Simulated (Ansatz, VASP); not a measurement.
# One calculation of InSb, two programs

```
CELL_PARAMETERS angstrom
0.00000 3.17354 3.17354
3.17354 0.00000 3.17354
3.17354 3.17354 0.00000
ATOMIC_POSITIONS crystal
In 0.00000 0.00000 0.00000
Sb 0.75000 0.75000 0.75000
```

Change from the starting cell: volume scaled by 0.9405.

Alike in both runs: task single point; functional LDA; k mesh 10 × 10 × 10; occupations fermi-dirac, width 0.03 eV; no spin polarisation.

```csv
,VASP,Ansatz
version,VASP 6.6.1,Ansatz 0.2.0
potentials or method,"VASP PAW LDA potentials, release 64 (In_d, Sb), cutoff 520 eV","all-electron LAPW, scalar-relativistic"
```

VASP gave:

* pressure (GPa): 2.6

Task: Which values does Ansatz return?

Result: Pressure (GPa): 2.5.

LDA's correlation is that of Perdew and Zunger in VASP and of Perdew and Wang (1992) in Ansatz. Ansatz ran all-electron here, and VASP with PAW potentials.

Spin-orbit coupling is off throughout.
